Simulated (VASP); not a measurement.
CuO, 4 atoms in the cell. The typed cell holds 4 atoms: a = 2.841 Å, b = 2.841 Å, c = 5.106 Å, α = 89.81°, β = 89.81°, γ = 89.22°. 

```yaml
Program: VASP 6.6.1
Task: single point
Functional: PBEsol
Potentials_or_basis: VASP PAW PBE potentials, release 64 (Cu_sv_GW, O)
Cutoff: 700 eV
k_mesh: 9 × 9 × 5
Occupations: fermi-dirac, width 0.05 eV
Spin: no spin polarisation
Dipole_correction: no
Further_INCAR_settings: ALGO = Normal; EDIFF = 1e-06; NBANDS = 33
```

Potentials or basis: VASP PAW PBE potentials, release 64 (Cu_sv_GW, O).

The run is started by

```console
$ cat potpaw_PBE.64/Cu_sv_GW/POTCAR potpaw_PBE.64/O/POTCAR > POTCAR
$ mpirun -np 1 vasp_std > vasp.out
```

Hardware: 1 thread of Intel(R) Xeon(R) 6975P-C (Granite Rapids), with other jobs on the host.

Task: How long does it take, and how much memory?

Result: It took 4.7 min on 1 thread of Intel(R) Xeon(R) 6975P-C (Granite Rapids), with other jobs on the host, peak memory 0.51 GiB. Counts: scf iterations 15, k points 203.
